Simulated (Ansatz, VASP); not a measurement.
**One calculation of Sc3W, two programs**

File INCAR:

```
SYSTEM = Sc3W
PREC     = Accurate       ! precision mode
ENCUT    = 500            ! plane-wave cutoff, eV
EDIFF    = 1E-6           ! SCF threshold, eV
ISMEAR   = 0              ! smearing method
SIGMA    = 0.1            ! smearing width, eV
LREAL    = .False.        ! projectors in reciprocal space
LASPH    = .True.         ! aspherical terms in the spheres
NELM     = 120            ! most SCF steps
ALGO     = Normal         ! electronic algorithm
ISIF     = 2              ! what is computed and relaxed
LWAVE    = .False.        ! write WAVECAR
LCHARG   = .False.        ! write CHGCAR
GGA      = PE             ! functional
NBANDS   = 57             ! bands
GGA_COMPAT= .False.
```

The input KPOINTS:

```
Automatic mesh
0
Gamma
  4 4 4
  0 0 0
```

File POSCAR:

```
Sc3W
1.0
    5.4720768260      0.0000000000      0.0000000000
    0.0000000000      4.8963515684      0.0000000000
   -0.2854987319      0.0000000000      6.2046090222
Sc W
6 2
Direct
    0.8271300114      0.2500000000      0.5042461088
    0.8386261216      0.2500000000      0.9992653721
    0.1728699886      0.7500000000      0.4957538912
    0.6449020280      0.7500000000      0.2356649903
    0.3550979720      0.2500000000      0.7643350097
    0.1613738784      0.7500000000      0.0007346279
    0.6887253787      0.7500000000      0.7341853770
    0.3112746213      0.2500000000      0.2658146230
```

Input for Ansatz:

```yaml
crystal:
  lattice:
    - [5.472076826, 0.0, 0.0]
    - [0.0, 4.8963515684, 0.0]
    - [-0.2854987319, 0.0, 6.2046090222]
  atoms:
    - { symbol: Sc, position: [0.8271300114, 0.25, 0.5042461088] }
    - { symbol: Sc, position: [0.8386261216, 0.25, 0.9992653721] }
    - { symbol: Sc, position: [0.1728699886, 0.75, 0.4957538912] }
    - { symbol: Sc, position: [0.644902028, 0.75, 0.2356649903] }
    - { symbol: Sc, position: [0.355097972, 0.25, 0.7643350097] }
    - { symbol: Sc, position: [0.1613738784, 0.75, 0.0007346279] }
    - { symbol: W, position: [0.6887253787, 0.75, 0.734185377] }
    - { symbol: W, position: [0.3112746213, 0.25, 0.265814623] }
basis:
  ecutwfc: 420
kpoints:
  mp_grid: { grid: [4, 4, 4] }
hamiltonian:
  xc: pbe
scf:
  occupations: { method: gaussian, width: 0.1 }
  lower_state_search: "off"
output:
  forces: true
  stress: true
  eigenvalues: true
```

Change from the starting cell: the structure that the rattled A15 type (Pm-3n, No. 223) fell into.

Alike in both runs: task single point; functional PBE; k mesh 4 × 4 × 4; occupations gaussian, width 0.1 eV; no spin polarisation.

|  | VASP | Ansatz |
| --- | --- | --- |
| version | VASP 6.6.1 | Ansatz 0.2.0 |
| potentials or method | VASP PAW PBE potentials, release 64 (Sc_sv, W_sv), cutoff 500 eV | scalar-relativistic, plane waves, PAW |
| valence electrons in the cell | 94 | 94 |

VASP gave:

- gap on the k mesh at the Fermi level (eV): none
- pressure (GPa): 0.1
- rms of the force components (eV/Å): 0.006

Task: Which values does Ansatz return?

Result: gap on the k mesh at the Fermi level (eV): none; pressure (GPa): 0.0; rms of the force components (eV/Å): 0.005.

Atom by atom the forces differ by 0.002 eV/Å (rms over components). A gap of «none» marks a metal or a gap that the smearing closes.

Neither program's run includes spin-orbit coupling.
